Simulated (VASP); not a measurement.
# Rb16H (a cell with a defect) in VASP: single point with PBEsol

Aim: the single point of Rb16H (a cell with a defect) with PBEsol.

All numbers are computed with VASP 6.6.1; they aren't measurements. Logs are shortened: lines on timing, memory, paths and dates and some standing lists are left out, and cuts for length are marked.

### 1 The cell of the first run

The cell holds a defect, 17 atoms: a = 11.180 Å, b = 11.180 Å, c = 11.180 Å, α = 90.00°, β = 90.00°, γ = 90.00°.

### 2 Single point, PBEsol

INCAR reads:

```
SYSTEM = Rb16H
  PREC = Accurate
  ENCUT = 520
  EDIFF = 1E-7
  ISMEAR = -1
  SIGMA = 0.05
  LREAL = Auto
  LASPH = .True.
  NELM = 60
  ALGO = Normal
  ISIF = 2
  LWAVE = .False.
  LCHARG = .False.
  GGA = PS
  NBANDS = 86
```

KPOINTS reads:

```
Automatic mesh
0
Gamma
  1 1 1
  0 0 0
```

POSCAR reads:

```
Rb16H
1.0
   11.1800000000      0.0000000000      0.0000000000
    0.0000000000     11.1800000000      0.0000000000
    0.0000000000      0.0000000000     11.1800000000
Rb H
16 1
Direct
    0.0184711143     -0.0133218647      0.0001410424
    0.4815996883     -0.0133306473      0.0001403632
   -0.0144399954      0.5137801025      0.0001327524
    0.0396337298      0.0050705450      0.5002405154
    0.2500345385      0.2701429302      0.2368690180
    0.5145207162      0.5137846696      0.0001326954
    0.4602813185      0.0049807494      0.5002384982
    0.7500282396      0.2361577210      0.2357310798
   -0.0133188531      0.4798143320      0.5001574042
    0.2500550106      0.7447415088      0.2895159756
    0.2500342101      0.2701798888      0.7635116150
    0.5134026372      0.4798059563      0.5001570842
    0.7500308811      0.7632843865      0.2685816586
    0.7500281202      0.2361367896      0.7646379069
    0.2500533720      0.7451221085      0.7101242539
    0.7500310287      0.7633218475      0.7317422369
    0.2501450434      0.8749421763      0.5006513999
```

Potentials or basis: VASP PAW PBE potentials, release 64 (Rb_sv, H).

Started as:

```
$ cat potpaw_PBE.64/Rb_sv/POTCAR potpaw_PBE.64/H/POTCAR > POTCAR
$ mpirun -np 1 vasp_gam > vasp.out
```

OUTCAR:

```text
SYSTEM = Rb16H
   PREC = Accurate
   ENCUT = 520
   EDIFF = 1E-7
   ISMEAR = -1
   LREAL = Auto
   LASPH = .True.
   NELM = 60
   ISIF = 2
   GGA = PS

 ion  position               nearest neighbor table
   1  0.018  0.987  0.000-  14 4.87   8 4.87  11 4.87   5 4.87  16 4.92  13 4.92  10 4.95  15 4.95
                             2 5.18   3 5.30   4 5.60   4 5.60
   2  0.482  0.987  0.000-  14 4.87   8 4.87  11 4.87   5 4.87  16 4.92  13 4.92  10 4.95  15 4.95
                             1 5.18   6 5.30   7 5.60   7 5.60
   3  0.986  0.514  0.000-  11 4.81   5 4.81  14 4.85   8 4.85  16 4.87  13 4.87  10 5.09  15 5.09
                             6 5.27   1 5.30   9 5.60   9 5.60
   4  0.040  0.005  0.500-  17 2.77  15 4.41  10 4.42   7 4.70  11 4.79   5 4.79  16 4.95  13 4.95
                            14 5.09   8 5.09   9 5.34   1 5.60   1 5.60
   5  0.250  0.270  0.237-   9 4.78  12 4.78   7 4.79   4 4.79   3 4.81   6 4.81   1 4.87   2 4.87
                            11 5.29  10 5.34   8 5.60   8 5.60
   6  0.515  0.514  0.000-  11 4.81   5 4.81  14 4.85   8 4.85  16 4.87  13 4.87  10 5.09  15 5.09
                             3 5.27   2 5.30  12 5.60  12 5.60
   7  0.460  0.005  0.500-  17 2.76  15 4.41  10 4.42   4 4.70  11 4.79   5 4.79  16 4.95  13 4.95
                            14 5.09   8 5.09  12 5.34   2 5.60   2 5.60
   8  0.750  0.236  0.236-  12 4.81   9 4.81   6 4.85   3 4.85   2 4.87   1 4.87   4 5.09   7 5.09
                            14 5.27  13 5.30   5 5.60   5 5.60
   9  0.987  0.480  0.500-   5 4.78  11 4.78  15 4.79  10 4.79   8 4.81  14 4.81  13 4.87  16 4.87
                            12 5.29   4 5.34   3 5.60   3 5.60
  10  0.250  0.745  0.290-  17 2.77   7 4.42   4 4.42  15 4.70  12 4.79   9 4.79   2 4.95   1 4.95
                             6 5.09   3 5.09   5 5.34  13 5.60  13 5.60
  11  0.250  0.270  0.764-   9 4.78  12 4.78   7 4.79   4 4.79   3 4.81   6 4.81   1 4.87   2 4.87
                             5 5.29  15 5.34  14 5.60  14 5.60
  12  0.513  0.480  0.500-   5 4.78  11 4.78  15 4.79  10 4.79   8 4.81  14 4.81  13 4.87  16 4.87
                             9 5.29   7 5.34   6 5.60   6 5.60
  13  0.750  0.763  0.269-   6 4.87   3 4.87  12 4.87   9 4.87   2 4.92   1 4.92   4 4.95   7 4.95
                            16 5.18   8 5.30  10 5.60  10 5.60
  14  0.750  0.236  0.765-  12 4.81   9 4.81   6 4.85   3 4.85   2 4.87   1 4.87   4 5.09   7 5.09
                             8 5.27  16 5.30  11 5.60  11 5.60
  15  0.250  0.745  0.710-  17 2.76   7 4.41   4 4.41  10 4.70  12 4.79   9 4.79   2 4.95   1 4.95
                             6 5.09   3 5.09  11 5.34  16 5.60  16 5.60
  16  0.750  0.763  0.732-   6 4.87   3 4.87  12 4.87   9 4.87   2 4.92   1 4.92   4 4.95   7 4.95
                            13 5.18  14 5.30  15 5.60  15 5.60
  17  0.250  0.875  0.501-  15 2.76   7 2.76   4 2.77  10 2.77

  LATTYP: Found a simple cubic cell.
 ALAT       =    11.1800000000

  Lattice vectors:

 A1 = (  11.1800000000,   0.0000000000,   0.0000000000)
 A2 = (   0.0000000000,  11.1800000000,   0.0000000000)
 A3 = (   0.0000000000,   0.0000000000,  11.1800000000)

Analysis of symmetry for initial positions (statically):
=====================================================================
 Subroutine PRICEL returns:
 Original cell was already a primitive cell.

 Routine SETGRP: Setting up the symmetry group for a
 simple cubic supercell.

 Subroutine GETGRP returns: Found  1 space group operations
 (whereof  1 operations were pure point group operations)
 out of a pool of 48 trial point group operations.

The static configuration has the point symmetry C_1 .

Analysis of symmetry for dynamics (positions and initial velocities):
=====================================================================
 Subroutine PRICEL returns:
 Original cell was already a primitive cell.

 Routine SETGRP: Setting up the symmetry group for a
 simple cubic supercell.

 Subroutine GETGRP returns: Found  1 space group operations
 (whereof  1 operations were pure point group operations)
 out of a pool of 48 trial point group operations.

The dynamic configuration has the point symmetry C_1 .

 Subroutine INISYM returns: Found  1 space group operations
 (whereof  1 operations are pure point group operations),
 and found     1 'primitive' translations

----------------------------------------------------------------------------------------

                                     Primitive cell

  volume of cell :    1397.4150

  direct lattice vectors                    reciprocal lattice vectors
    11.180000000  0.000000000  0.000000000     0.089445438  0.000000000  0.000000000
     0.000000000 11.180000000  0.000000000     0.000000000  0.089445438  0.000000000
     0.000000000  0.000000000 11.180000000     0.000000000  0.000000000  0.089445438

  length of vectors
    11.180000000 11.180000000 11.180000000     0.089445438  0.089445438  0.089445438

  position of ions in fractional coordinates (direct lattice)
     0.018471114  0.986678135  0.000141042
     0.481599688  0.986669353  0.000140363
     0.985560005  0.513780103  0.000132752
     0.039633730  0.005070545  0.500240515
     0.250034539  0.270142930  0.236869018
     0.514520716  0.513784670  0.000132695
[... 9 lines left out ...]
     0.750031029  0.763321848  0.731742237
     0.250145043  0.874942176  0.500651400

  ion indices of the primitive-cell ions
   primitive index   ion index
                 1           1
                 2           2
                 3           3
                 4           4
                 5           5
                 6           6
[... 9 lines left out ...]
                16          16
                17          17

----------------------------------------------------------------------------------------

 KPOINTS: Automatic mesh

Automatic generation of k-mesh.
 Grid dimensions read from file:
 generate k-points for:    1    1    1

 Generating k-lattice:

  Cartesian coordinates                     Fractional coordinates (reciprocal lattice)
     0.089445438  0.000000000  0.000000000     1.000000000  0.000000000  0.000000000
     0.000000000  0.089445438  0.000000000     0.000000000  1.000000000  0.000000000
     0.000000000  0.000000000  0.089445438     0.000000000  0.000000000  1.000000000

  Length of vectors
     0.089445438  0.089445438  0.089445438

  Shift w.r.t. Gamma in fractional coordinates (k-lattice)
     0.000000000  0.000000000  0.000000000

 Subroutine IBZKPT returns following result:
 ===========================================

 Found      1 irreducible k-points:

 Following reciprocal coordinates:
            Coordinates               Weight
  0.000000  0.000000  0.000000      1.000000
   k-points           NKPTS =      1   k-points in BZ     NKDIM =      1   number of bands    NBANDS=     86
   number of dos      NEDOS =    301   number of ions     NIONS =     17
   total plane-waves  NPLWV = 592704
   dimension x,y,z NGX =    84 NGY =   84 NGZ =   84
   dimension x,y,z NGXF=   168 NGYF=  168 NGZF=  168
   ions per type =              16   1
   NGX,Y,Z   is equivalent  to a cutoff of  12.49, 12.49, 12.49 a.u.
   NGXF,Y,Z  is equivalent  to a cutoff of  24.98, 24.98, 24.98 a.u.
 SYSTEM =  Rb16H
   PREC   = accura    normal or accurate (medium, high low for compatibility)
   ISTART =      0    job   : 0-new  1-cont  2-samecut
   ICHARG =      2    charge: 1-file 2-atom 10-const
   ISPIN  =      1    spin polarized calculation?
   LNONCOLLINEAR =      F non collinear calculations
   LSORBIT =      F    spin-orbit coupling
   LASPH  =      T    aspherical Exc in radial PAW
   ENCUT  =  520.0 eV  38.22 Ry    6.18 a.u.  20.79 20.79 20.79*2*pi/ulx,y,z
   NELM   =     60;   NELMIN=  2; NELMDL= -5     # of ELM steps
   EDIFF  = 0.1E-06   stopping-criterion for ELM
   LREAL  =      T    real-space projection
   EDIFFG = 0.1E-05   stopping-criterion for IOM
   NSW    =      0    number of steps for IOM
   IBRION =     -1    ionic relax: 0-MD 1-quasi-New 2-CG
   NFREE  =      0    steps in history (QN), initial steepest desc. (CG)
   ISIF   =      2    stress and relaxation
   ISYM   =      2    0-nonsym 1-usesym 2-fastsym
   POTIM  = 0.5000    time-step for ionic-motion
   TEBEG  =    0.0;   TEEND  =   0.0 temperature during run
   PSTRESS=    0.0 pullay stress
   NELECT =     145.0000    total number of electrons
   NUPDOWN=      -1.0000    fix difference up-down
   EMIN   =  10.00;   EMAX   =-10.00  energy-range for DOS
   EFERMI =   0.00;   METHOD = LEGACY
   ISMEAR =    -1;   SIGMA  =   0.05  broadening in eV -4-tet -1-fermi 0-gaus
   EFERMI_NEDOS =   21; number of points for ismear=-14 and -15
   IALGO  =     38    algorithm
   IMIX   =      4    mixing-type and parameters
     AMIX     =   0.40;   BMIX     =  1.00
     AMIX_MAG =   1.60;   BMIX_MAG =  1.00
  volume/ion in A,a.u.               =      82.20       554.72
  Fermi-wavevector in a.u.,A,eV,Ry     =   0.769288  1.453744  8.051985  0.591804
  Thomas-Fermi vector in A             =   1.870245
   LORBIT       =      0    0 simple, 1 ext, 2 COOP (PROOUT), +10 PAW based schemes
   GGA     = PS    functional components
   LHFCALC =     F    Hartree Fock is set to
   AEXX    =    0.0000 exact exchange contribution
   IVDW    =     0    specifies the selected vdW correction
   LEPSILON=     F    determine dielectric tensor
   LRPA    =     F    only Hartree local field effects (RPA)
 non-spin polarized calculation
  energy-cutoff  :      520.00
  volume of cell :     1397.42
 maximum number of plane-waves:     18781
 NGX is ok and might be reduce to    84
   NGX = 41   NGY = 41   NGZ = 41

 number of electron     145.0000000 magnetization

 Free energy of the ion-electron system (eV)
  ---------------------------------------------------
  ext. energy  EPLUGINS =         0.00000000
  ---------------------------------------------------
  free energy    TOTEN  =       -19.14811062 eV

  energy without entropy =      -18.98848189  energy(sigma->0) =      -19.06829626

 E-fermi :   0.1770     XC(G=0):  -5.6194

 val. band max:       -0.2472966078   @ k =   0.0000   0.0000   0.0000
 cond. band min:       0.2665878222   @ k =   0.0000   0.0000   0.0000
 fundamental gap:      0.5138844300
 Fermi energy:         0.1769601314

 k-point     1 :       0.0000    0.0000    0.0000
  band No.  band energies     occupation
      1     -28.8264      2.00000
      2     -28.8249      2.00000
      3     -28.8248      2.00000
      4     -28.8245      2.00000
      5     -28.8179      2.00000
      6     -28.8163      2.00000
[... 76 lines left out ...]
     83       0.8621      0.00000
     84       1.0560      0.00000
 [bands above 84 left out]

------------------------ aborting loop because EDIFF is reached ----------------------------------------

  FORCE on cell =-STRESS in cart. coord.  units (eV):
  Direction    XX          YY          ZZ          XY          YZ          ZX
  --------------------------------------------------------------------------------------
  -------------------------------------------------------------------------------------
  Total       -0.5972173      0.0040827     -0.5956865      0.0032195     -0.0138708      0.0000327
  in kB       -0.6847271      0.0046810     -0.6829720      0.0036912     -0.0159033      0.0000375
  external PRESSURE =      -0.4543394 kB  Pullay stress =       0.0000000 kB

 VOLUME and BASIS-vectors are now :
 -----------------------------------------------------------------------------
  energy-cutoff  :      520.00
  volume of cell :     1397.42
      direct lattice vectors                 reciprocal lattice vectors
    11.180000000  0.000000000  0.000000000     0.089445438  0.000000000  0.000000000
     0.000000000 11.180000000  0.000000000     0.000000000  0.089445438  0.000000000
     0.000000000  0.000000000 11.180000000     0.000000000  0.000000000  0.089445438

 POSITION                                       TOTAL-FORCE (eV/Angst)
 -----------------------------------------------------------------------------------
      0.20651     11.03106      0.00158        -0.002967     -0.001482      0.000065
      5.38428     11.03096      0.00157         0.002873     -0.001472      0.000013
     11.01856      5.74406      0.00148        -0.005051      0.001232     -0.000178
      0.44311      0.05669      5.59269         0.012260     -0.013138     -0.000660
      2.79539      3.02020      2.64820         0.000004     -0.001677     -0.001877
      5.75234      5.74411      0.00148         0.005125      0.001257     -0.000167
[... 9 lines left out ...]
      8.38535      8.53394      8.18088        -0.000022      0.001441      0.002794
      2.79662      9.78185      5.59728        -0.002401      0.000619     -0.010612
 -----------------------------------------------------------------------------------
    total drift:                                0.000403      0.000022      0.000821

  FREE ENERGIE OF THE ION-ELECTRON SYSTEM (eV)
  ---------------------------------------------------
  free  energy   TOTEN  =       -19.1481106183 eV

  energy  without entropy=      -18.9884818925  energy(sigma->0) =      -19.06829626
```

Run time: 2.8 min. Hardware: 1 thread of Intel Xeon 6975P-C (Granite Rapids), shared host; peak memory 1 GiB.

What came out:

| Item | Value |
| --- | --- |
| Free energy | -19.1481 eV |
| Pressure | 0.0 GPa |
| Largest force | 0.023 eV/Å |
| Band gap on the k mesh | zero (an odd number of electrons rules out a gap without spin polarisation) |

Forces on the atoms (eV/Å):
```
Rb  -0.003 -0.001  0.000
Rb   0.003 -0.001  0.000
Rb  -0.005  0.001  0.000
Rb   0.012 -0.013 -0.001
Rb   0.000 -0.002 -0.002
Rb   0.005  0.001  0.000
Rb  -0.009 -0.011 -0.001
Rb   0.000 -0.001 -0.005
Rb  -0.002  0.002  0.000
Rb   0.000  0.016  0.017
Rb   0.000 -0.001  0.002
Rb   0.002  0.001  0.000
Rb   0.000  0.002 -0.003
Rb   0.000 -0.001  0.005
Rb   0.000  0.008 -0.004
Rb   0.000  0.001  0.003
H   -0.002  0.001 -0.011
```

Caveat: the k points lie up to 0.56 Å⁻¹ apart, too coarse for converged energies and pressures of a metal; the PAW data sets were made with another functional, which shifts forces and pressure a little.
